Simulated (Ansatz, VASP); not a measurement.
**Rh in VASP and in Ansatz**

Contents of INCAR:

```
ALGO     = Normal         # electronic algorithm
EDIFF    = 1E-8           # SCF threshold, eV
ENCUT    = 520            # plane-wave cutoff, eV
GGA      = PE             # functional
ISIF     = 2              # what is computed and relaxed
ISMEAR   = -1             # smearing method
LASPH    = True           # aspherical terms in the spheres
LCHARG   = False          # write CHGCAR
LEFG     = True         
LREAL    = False          # projectors in reciprocal space
LWAVE    = False          # write WAVECAR
NBANDS   = 14             # bands
NELM     = 60             # most SCF steps
PREC     = Accurate       # precision mode
SIGMA    = 0.08           # smearing width, eV
```

The input KPOINTS:

```
k-points
0
Gamma
  16 16 16
```

Contents of POSCAR:

```
Rh
1.0
   -0.0380310000      1.8825345000      1.8825345000
    1.8825345000     -0.0380310000      1.8825345000
    1.8825345000      1.8825345000     -0.0380310000
Rh
1
Direct
    0.0000000000      0.0000000000      0.0000000000
```

Input for Ansatz:

```yaml
crystal:
  lattice:
    - [-0.038031, 1.8825345, 1.8825345]
    - [1.8825345, -0.038031, 1.8825345]
    - [1.8825345, 1.8825345, -0.038031]
  atoms:
    - { symbol: Rh, position: [0.0, 0.0, 0.0] }
kpoints:
  mp_grid: { grid: [16, 16, 16] }
scf:
  occupations: { method: fermi_dirac, width: 0.08 }
hamiltonian:
  xc: pbe
  pseudopotentials: { kind: paw }
output:
  forces: true
  stress: true
  eigenvalues: true
  efg: { contact_densities: true }
```

Change from the starting cell: equal xy, yz and zx shear strains of -2 %, PAW files.

Alike in both runs: task electric field gradients; functional PBE; k mesh 16 × 16 × 16; occupations fermi-dirac, width 0.08 eV; no spin polarisation.

```csv
,VASP,Ansatz
version,VASP 6.6.1,Ansatz 0.2.0
potentials or method,"VASP PAW PBE potentials, release 64 (Rh_pv)","PAW with Ansatz's default frozen-core files, scalar-relativistic"
plane-wave cutoff (eV),520,420
valence electrons in the cell,15,17
```

```csv
,VASP,Ansatz,Ansatz less VASP
pressure (GPa),6.5,6.4,-0.04
"traceless stress, the component that is largest in VASP (GPa)",4.05,4.05,-0.002
size of Vzz on the site where it differs most (V/Å²),3.4,0.3,-3.03
```

VASP's potentials hold 15 valence electrons a cell and Ansatz's 17, so a difference there can come from the potentials and not from the codes.
